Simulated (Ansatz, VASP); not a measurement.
# Cu: VASP beside Ansatz

The input INCAR:

```
SYSTEM = Cu
ALGO = Fast
EDIFF = 1E-7
ENCUT = 520
GGA = PS
ISIF = 2
ISMEAR = 0
LASPH = .True.
LCHARG = .False.
LREAL = .False.
LWAVE = .False.
NBANDS = 12
NELM = 80
PREC = Accurate
SIGMA = 0.15
```

KPOINTS

```
k-points
0
Gamma
  24 24 24
  0 0 0
```

File POSCAR:

```
Cu
1.0
   -1.4644352198      1.4427933200      1.3760814500
    1.4644352198     -1.4427933200      1.3760814500
    1.4644352198      1.4427933200     -1.3760814500
Cu
1
Direct
    0.0000000000      0.0000000000      0.0000000000
```

Input for Ansatz:

```yaml
crystal:
  lattice:
    - [-1.4644352198, 1.44279332, 1.37608145]
    - [1.4644352198, -1.44279332, 1.37608145]
    - [1.4644352198, 1.44279332, -1.37608145]
  atoms:
    - { symbol: Cu, position: [0.0, 0.0, 0.0] }
basis:
  ecutwfc: 420
kpoints:
  mp_grid: { grid: [24, 24, 24] }
hamiltonian:
  xc: pbesol
scf:
  occupations: { method: gaussian, width: 0.15 }
output:
  forces: true
  stress: true
  eigenvalues: true
```

Change from the starting cell: strain +0.0150 x Voigt [1, 0, 0, 0, 0, 0], atoms carried along.

Alike in both runs: task single point; functional PBEsol; k mesh 24 × 24 × 24; occupations gaussian, width 0.15 eV; no spin polarisation.

|  | VASP | Ansatz |
| --- | --- | --- |
| version | VASP 6.6.1 | Ansatz 0.2.0 |
| potentials or method | VASP PAW PBE potentials, release 64 (Cu), cutoff 520 eV | scalar-relativistic, plane waves, PAW |
| valence electrons in the cell | 11 | 19 |

|  | VASP | Ansatz | Ansatz less VASP |
| --- | --- | --- | --- |
| gap on the k mesh at the Fermi level (eV) | none | none | - |
| pressure (GPa) | -2.8 | -3.7 | -0.90 |
| traceless stress, the component that is largest in VASP (GPa) | 0.29 | 0.29 | +0.002 |

VASP's potentials were made for PBE, not for PBEsol. A gap of «none» marks a metal or a gap that the smearing closes. VASP's potentials hold 11 valence electrons a cell and Ansatz's 19, so a difference there can come from the potentials and not from the codes.
